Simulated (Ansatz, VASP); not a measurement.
**Two plane-wave programs on Be3Te4**

```
Be Te
1.0
     0.00000    4.29787    4.29787
     4.29787    0.00000    4.29787
     4.29787    4.29787    0.00000
Be Te
3 4
Direct
  0.50000 0.50000 0.50000
  0.75000 0.75000 0.75000
  0.00000 0.00000 0.00000
  0.87421 0.87421 0.87421
  0.87421 0.87421 0.37736
  0.87421 0.37736 0.87421
  0.37736 0.87421 0.87421
```

Alike in both runs: task relaxation of cell and atoms; functional PBE; k mesh 3 × 3 × 3; occupations gaussian, width 0.2 eV; no spin polarisation.

|  | VASP | Ansatz |
| --- | --- | --- |
| version | VASP 6.6.1 | Ansatz 0.2.0 |
| potentials or method | VASP PAW PBE potentials, release 64 (Be, Te), cutoff 600 eV | scalar-relativistic, plane waves, PAW |
| valence electrons in the cell | 30 | 70 |

|  | VASP | Ansatz | Ansatz less VASP |
| --- | --- | --- | --- |
| gap on the k mesh at the Fermi level, each at its own relaxed structure (eV) | none | none | - |
| relaxed volume (Å³/atom) | 44.27 | 44.08 | -0.193 |
| relaxed cell length with the largest relative difference (Å) | 7.596 | 7.585 | -0.0110 |

A gap of «none» marks a metal or a gap that the smearing closes. VASP's potentials hold 30 valence electrons a cell and Ansatz's 70, so a difference there can come from the potentials and not from the codes.

The k mesh is coarse, so the values compare programs but aren't converged. Spin-orbit coupling is off throughout. Noted on VASP's run: the volume moved by over 15 % at a fixed basis, so the end points are rough.
